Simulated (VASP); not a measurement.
# CeO2 (Fm-3m) in VASP: notebook, part 2 of 3

VASP 6.6.1.

## 3. Single point, PBE+U (13.65 Å³/atom)

This run uses another cell than the first one, of 13.65 Å³/atom.

INCAR

```
SYSTEM = CeO2
  PREC = Accurate
  ENCUT = 520
  EDIFF = 1E-7
  ISMEAR = 0
  SIGMA = 0.05
  LREAL = .FALSE.
  LASPH = .TRUE.
  NELM = 150
  ALGO = Normal
  ISIF = 2
  LWAVE = .FALSE.
  LCHARG = .TRUE.
  LMAXMIX = 6
  LDAU = .TRUE.
  LDAUTYPE = 2
  LDAUL = 3 -1
  LDAUU = 5 0
  LDAUJ = 0 0
  LDAUPRINT = 1
  GGA = PE
  LELF = .TRUE.
  LVHAR = .TRUE.
  NBANDS = 19
```

KPOINTS

```
regular mesh
0
G
  6 6 6
  0 0 0
```

POSCAR

```
CeO2
1.0
    0.0000000000      2.7359282350      2.7359282350
    2.7359282350      0.0000000000      2.7359282350
    2.7359282350      2.7359282350      0.0000000000
Ce O
1 2
Direct
    0.0000000000      0.0000000000      0.0000000000
    0.2500000000      0.2500000000      0.2500000000
    0.7500000000      0.7500000000      0.7500000000
```

Potentials or basis: VASP PAW PBE potentials, release 64 (Ce, O).

Command:

```console
$ cat potpaw_PBE.64/Ce/POTCAR potpaw_PBE.64/O/POTCAR > POTCAR
$ mpirun -np 1 vasp_std > vasp.out
```

OUTCAR:

```text
SYSTEM = CeO2
   PREC = Accurate
   ENCUT = 520
   EDIFF = 1E-7
   ISMEAR = 0
   LREAL = .FALSE.
   LASPH = .TRUE.
   NELM = 150
   ISIF = 2
   GGA = PE

 ion  position               nearest neighbor table
   1  0.000  0.000  0.000-   2 2.37   3 2.37   3 2.37   3 2.37   3 2.37   2 2.37   2 2.37   2 2.37

   2  0.250  0.250  0.250-   1 2.37   1 2.37   1 2.37   1 2.37
   3  0.750  0.750  0.750-   1 2.37   1 2.37   1 2.37   1 2.37

  LATTYP: Found a face centered cubic cell.
 ALAT       =     5.4718564700

  Lattice vectors:

 A1 = (   0.0000000000,   2.7359282350,   2.7359282350)
 A2 = (   2.7359282350,   0.0000000000,   2.7359282350)
 A3 = (   2.7359282350,   2.7359282350,   0.0000000000)

Analysis of symmetry for initial positions (statically):
=====================================================================
 Subroutine PRICEL returns:
 Original cell was already a primitive cell.

 Routine SETGRP: Setting up the symmetry group for a
 face centered cubic supercell.

 Subroutine GETGRP returns: Found 48 space group operations
 (whereof 48 operations were pure point group operations)
 out of a pool of 48 trial point group operations.

The static configuration has the point symmetry O_h .

Analysis of symmetry for dynamics (positions and initial velocities):
=====================================================================
 Subroutine PRICEL returns:
 Original cell was already a primitive cell.

 Routine SETGRP: Setting up the symmetry group for a
 face centered cubic supercell.

 Subroutine GETGRP returns: Found 48 space group operations
 (whereof 48 operations were pure point group operations)
 out of a pool of 48 trial point group operations.

The dynamic configuration has the point symmetry O_h .

 Subroutine INISYM returns: Found 48 space group operations
 (whereof 48 operations are pure point group operations),
 and found     1 'primitive' translations

----------------------------------------------------------------------------------------

                                     Primitive cell

  volume of cell :      40.9585

  direct lattice vectors                    reciprocal lattice vectors
[... 132 lines left out ...]
  0.0000  0.0000 -0.0000  0.0471 -0.0000  0.0000  0.0000
  0.0000 -0.0000  0.0000 -0.0000  0.0338  0.0000 -0.0103
  0.0000 -0.0000 -0.0000  0.0000  0.0000  0.0258 -0.0000
  0.0000  0.0000 -0.0000  0.0000 -0.0103 -0.0000  0.0391

spin component  2

  0.0391 -0.0000  0.0103  0.0000  0.0000  0.0000  0.0000
 -0.0000  0.1389 -0.0000  0.0000 -0.0000 -0.0000  0.0000
  0.0103 -0.0000  0.0338 -0.0000  0.0000 -0.0000 -0.0000
  0.0000  0.0000 -0.0000  0.0471 -0.0000  0.0000  0.0000
  0.0000 -0.0000  0.0000 -0.0000  0.0338  0.0000 -0.0103
  0.0000 -0.0000 -0.0000  0.0000  0.0000  0.0258 -0.0000
  0.0000  0.0000 -0.0000  0.0000 -0.0103 -0.0000  0.0391

 occupancies and eigenvectors

  o =  0.0258  v =  0.0005 -0.0000 -0.0007  0.0000 -0.0001 -1.0000 -0.0001  0.0000  0.0000  0.0000  0.0000  0.0000  0.0000  0.0000      0.0000  0.0000  0.0000  0.0000  0.0000  0.0000  0.0000  0.0000  0.0000  0.0000  0.0000  0.0000  0.0000  0.0000
  o =  0.0258  v =  0.0000  0.0000  0.0000  0.0000  0.0000  0.0000  0.0000  0.0005 -0.0000 -0.0007  0.0000 -0.0001 -1.0000 -0.0001      0.0000  0.0000  0.0000  0.0000  0.0000  0.0000  0.0000  0.0000  0.0000  0.0000  0.0000  0.0000  0.0000  0.0000
  o =  0.0258  v =  0.0126  0.0000 -0.0162 -0.0000  0.7904 -0.0001  0.6122  0.0000  0.0000  0.0000  0.0000  0.0000  0.0000  0.0000      0.0000  0.0000  0.0000  0.0000  0.0000  0.0000  0.0000  0.0000  0.0000  0.0000  0.0000  0.0000  0.0000  0.0000
  o =  0.0258  v =  0.0000  0.0000  0.0000  0.0000  0.0000  0.0000  0.0000  0.0126  0.0000 -0.0162 -0.0000  0.7904 -0.0001  0.6122      0.0000  0.0000  0.0000  0.0000  0.0000  0.0000  0.0000  0.0000  0.0000  0.0000  0.0000  0.0000  0.0000  0.0000
  o =  0.0258  v =  0.0000  0.0000  0.0000  0.0000  0.0000  0.0000  0.0000 -0.6122  0.0000  0.7904  0.0000  0.0162 -0.0009  0.0126      0.0000  0.0000  0.0000  0.0000  0.0000  0.0000  0.0000  0.0000  0.0000  0.0000  0.0000  0.0000  0.0000  0.0000
  o =  0.0258  v = -0.6122  0.0000  0.7904  0.0000  0.0162 -0.0009  0.0126  0.0000  0.0000  0.0000  0.0000  0.0000  0.0000  0.0000      0.0000  0.0000  0.0000  0.0000  0.0000  0.0000  0.0000  0.0000  0.0000  0.0000  0.0000  0.0000  0.0000  0.0000
  o =  0.0471  v =  0.0000  0.0000  0.0000  0.0000  0.0000  0.0000  0.0000  0.0004  0.0000  0.0003 -1.0000 -0.0013 -0.0000  0.0017      0.0000  0.0000  0.0000  0.0000  0.0000  0.0000  0.0000  0.0000  0.0000  0.0000  0.0000  0.0000  0.0000  0.0000
  o =  0.0471  v =  0.0004  0.0000  0.0003 -1.0000 -0.0013 -0.0000  0.0017  0.0000  0.0000  0.0000  0.0000  0.0000  0.0000  0.0000      0.0000  0.0000  0.0000  0.0000  0.0000  0.0000  0.0000  0.0000  0.0000  0.0000  0.0000  0.0000  0.0000  0.0000
  o =  0.0471  v =  0.0000  0.0000  0.0000  0.0000  0.0000  0.0000  0.0000  0.0101 -0.0000  0.0078  0.0022 -0.6123 -0.0000  0.7905      0.0000  0.0000  0.0000  0.0000  0.0000  0.0000  0.0000  0.0000  0.0000  0.0000  0.0000  0.0000  0.0000  0.0000
  o =  0.0471  v =  0.0101 -0.0000  0.0078  0.0022 -0.6123 -0.0000  0.7905  0.0000  0.0000  0.0000  0.0000  0.0000  0.0000  0.0000      0.0000  0.0000  0.0000  0.0000  0.0000  0.0000  0.0000  0.0000  0.0000  0.0000  0.0000  0.0000  0.0000  0.0000
  o =  0.0471  v =  0.0000  0.0000  0.0000  0.0000  0.0000  0.0000  0.0000  0.7905  0.0000  0.6123  0.0005  0.0078 -0.0000 -0.0101      0.0000  0.0000  0.0000  0.0000  0.0000  0.0000  0.0000  0.0000  0.0000  0.0000  0.0000  0.0000  0.0000  0.0000
  o =  0.0471  v =  0.7905  0.0000  0.6123  0.0005  0.0078 -0.0000 -0.0101  0.0000  0.0000  0.0000  0.0000  0.0000  0.0000  0.0000      0.0000  0.0000  0.0000  0.0000  0.0000  0.0000  0.0000  0.0000  0.0000  0.0000  0.0000  0.0000  0.0000  0.0000
  o =  0.1389  v =  0.0000  0.0000  0.0000  0.0000  0.0000  0.0000  0.0000 -0.0000  1.0000 -0.0000  0.0000 -0.0000 -0.0000 -0.0000      0.0000  0.0000  0.0000  0.0000  0.0000  0.0000  0.0000  0.0000  0.0000  0.0000  0.0000  0.0000  0.0000  0.0000
  o =  0.1389  v = -0.0000  1.0000 -0.0000  0.0000 -0.0000 -0.0000 -0.0000  0.0000  0.0000  0.0000  0.0000  0.0000  0.0000  0.0000      0.0000  0.0000  0.0000  0.0000  0.0000  0.0000  0.0000  0.0000  0.0000  0.0000  0.0000  0.0000  0.0000  0.0000

 number of electron      23.9999992 magnetization

 Free energy of the ion-electron system (eV)
  ---------------------------------------------------
  ext. energy  EPLUGINS =         0.00000000
  ---------------------------------------------------
  free energy    TOTEN  =       -24.31779030 eV

  energy without entropy =      -24.31779030  energy(sigma->0) =      -24.31779030

 E-fermi :   5.5097     XC(G=0): -11.1726

 val. band max:        5.1963525346   @ k =   0.5000   0.3333   0.1667
 cond. band min:       7.6234065881   @ k =   0.5000   0.0000   0.0000
 fundamental gap:      2.4270540535
 Fermi energy:         5.5096860270

 k-point     1 :       0.0000    0.0000    0.0000
  band No.  band energies     occupation
      1     -28.2411      2.00000
      2     -11.0423      2.00000
      3     -10.2777      2.00000
      4     -10.2777      2.00000
      5     -10.2777      2.00000
      6      -9.9745      2.00000
[... 329 lines left out ...]
      6      -7.5353      2.00000
[... 11 lines left out ...]
     18       8.2569      0.00000
     19       8.3795      0.00000

------------------------ aborting loop because EDIFF is reached ----------------------------------------

  FORCE on cell =-STRESS in cart. coord.  units (eV):
  Direction    XX          YY          ZZ          XY          YZ          ZX
  --------------------------------------------------------------------------------------
  -------------------------------------------------------------------------------------
  Total        0.7703865      0.7703865      0.7703865      0.0000000      0.0000000     -0.0000000
  in kB       30.1352760     30.1352760     30.1352760      0.0000000      0.0000000     -0.0000000
  external PRESSURE =      30.1352760 kB  Pullay stress =       0.0000000 kB

 VOLUME and BASIS-vectors are now :
 -----------------------------------------------------------------------------
  energy-cutoff  :      520.00
  volume of cell :       40.96
      direct lattice vectors                 reciprocal lattice vectors
     0.000000000  2.735928235  2.735928235    -0.182753332  0.182753332  0.182753332
     2.735928235  0.000000000  2.735928235     0.182753332 -0.182753332  0.182753332
     2.735928235  2.735928235  0.000000000     0.182753332  0.182753332 -0.182753332

 POSITION                                       TOTAL-FORCE (eV/Angst)
 -----------------------------------------------------------------------------------
      0.00000      0.00000      0.00000         0.000000     -0.000000      0.000000
      1.36796      1.36796      1.36796         0.000000      0.000000      0.000000
      4.10389      4.10389      4.10389        -0.000000     -0.000000     -0.000000
 -----------------------------------------------------------------------------------
    total drift:                                0.000000     -0.000000      0.000000

  FREE ENERGIE OF THE ION-ELECTRON SYSTEM (eV)
  ---------------------------------------------------
  free  energy   TOTEN  =       -24.3177902987 eV

  energy  without entropy=      -24.3177902987  energy(sigma->0) =      -24.31779030
```

stdout:

```text
POSCAR found type information on POSCAR CeO
 POSCAR found :  2 types and       3 ions
 scaLAPACK will be used
 LDA part: xc-table for (Slater+PW92), standard interpolation
 POSCAR, INCAR and KPOINTS ok, starting setup
 FFT: planning ... GRIDC
 FFT: planning ... GRID_SOFT
 FFT: planning ... GRID
 WAVECAR not read
 entering main loop
```

It took 70 s on 1 thread of Intel Xeon 8259CL, shared host; peak memory 0.18 GiB.

What came out:

```
Free energy            : -24.3178 eV
Pressure               : 3.0 GPa
Band gap on the k mesh : 2.43 eV (least direct gap 2.58 eV)
```

Eigenvalues of the final occupation matrices:
| site | spin | trace | eigenvalues |
| --- | --- | --- | --- |
| site 1 f | 1 | 0.36 | 0.03 0.03 0.03 0.05 0.05 0.05 0.14 |
| site 1 f | 2 | 0.36 | 0.03 0.03 0.03 0.05 0.05 0.05 0.14 |

Caveat: the cell stands under pressure; spin-orbit coupling is left out, which moves the levels of the heavy elements.

(Continued in part 3 of 3.)
